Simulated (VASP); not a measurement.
Input of a VASP 6.6.1 run:

Contents of INCAR:

```
ALGO     = Normal         # electronic algorithm
EDIFF    = 1E-7           # SCF threshold, eV
ENCUT    = 520            # plane-wave cutoff, eV
GGA      = PE             # functional
ISIF     = 2              # what is computed and relaxed
ISMEAR   = 0              # smearing method
LASPH    = T              # aspherical terms in the spheres
LCHARG   = F              # write CHGCAR
LREAL    = F              # projectors in reciprocal space
LWAVE    = F              # write WAVECAR
NBANDS   = 33             # bands
NELM     = 100            # most SCF steps
PREC     = Accurate       # precision mode
SIGMA    = 0.1            # smearing width, eV
```

File KPOINTS:

```
k-points
0
Gamma
  6 6 4
```

POSCAR

```
ScTa2N3
1.0
    4.0230782600      0.0000000000      0.0000000000
   -2.0115391300      3.4840879700      0.0000000000
    0.0000000000      0.0000000000      6.3996789400
Sc Ta N
1 2 3
Direct
    0.0000000000      0.0000000000      0.0000000000
    0.6666666700      0.3333333300      0.7472822100
    0.3333333300      0.6666666700      0.2527177900
    0.6666666700      0.3333333300      0.3520774200
    0.3333333300      0.6666666700      0.6479225800
    0.0000000000      0.0000000000      0.5000000000
```

Potentials or basis: VASP PAW PBE potentials, release 64 (Sc_sv, Ta_pv, N).

Run with:

```bash
$ cat potpaw_PBE.64/Sc_sv/POTCAR potpaw_PBE.64/Ta_pv/POTCAR potpaw_PBE.64/N/POTCAR > POTCAR
$ mpirun -np 1 vasp_std > vasp.out
```

Q: What does it give for the largest force?

A: 6.739 eV/Å.

Q: Estimate the pressure.

A: -22.9 GPa.

Q: Predict the band gap on the k mesh.

A: Zero (band 24 reaches 4.75 eV, above the bottom of band 25 at 3.72 eV).

Stress tensor (GPa, compression positive):
```
-21.02   0.00   0.00
  0.00 -21.02   0.00
  0.00   0.00 -26.53
```

Caveat: spin-orbit coupling is left out, which moves the levels of the heavy elements; forces of over 1 eV/Å act on the atoms, so gaps and moduli don't describe the material at rest.
